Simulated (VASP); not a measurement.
A run of VASP 6.6.1 is set up as follows.

INCAR

```
ALGO = Normal
EDIFF = 1E-7
EDIFFG = -0.01
ENCUT = 600
GGA = PE
IBRION = 2
ISIF = 3
ISMEAR = 0
LASPH = T
LCHARG = F
LREAL = F
LWAVE = F
NELM = 60
NSW = 100
PREC = Accurate
SIGMA = 0.1
```

Contents of KPOINTS:

```
k-points
0
Gamma
  12 12 4
```

File POSCAR:

```
In2GaP3
1.0
    3.8070549749      0.0000000000      0.0000000000
   -1.9035274875      3.2970063219      0.0000000000
    0.0000000000      0.0000000000      9.4909415199
In Ga P
2 1 3
Direct
    0.3333333333      0.6666666667      0.6742141266
    0.6666666667      0.3333333333      0.3257858734
    0.0000000000      0.0000000000      0.0000000000
    0.0000000000      0.0000000000      0.5000000000
    0.3333333333      0.6666666667      0.1494387804
    0.6666666667      0.3333333333      0.8505612196
```

Potentials or basis: VASP PAW PBE potentials, release 64 (In_d, Ga_d, P).

The run is started by

```bash
$ cat potpaw_PBE.64/In_d/POTCAR potpaw_PBE.64/Ga_d/POTCAR potpaw_PBE.64/P/POTCAR > POTCAR
$ mpirun -np 1 vasp_std > vasp.out
```

Predict the relaxed volume.

19.86 Å³/atom.

Predict the band gap on the k mesh.

zero (bands 27 and 28 overlap by 1.24 eV).

Estimate the space group after relaxing (to 0.1 Å).

P-3m1 (No. 164).

Predict the relaxed cell.

a = 3.834 Å, b = 3.834 Å, c = 9.361 Å, α = 90.00°, β = 90.00°, γ = 120.00°.

Forces on the atoms (eV/Å):
```
In   0.000  0.000  0.007
In   0.000  0.000 -0.007
Ga   0.000  0.000  0.000
P    0.000  0.000  0.000
P    0.000  0.000 -0.001
P    0.000  0.000  0.001
```

Caveat: spin-orbit coupling is left out, which moves the levels of the heavy elements.
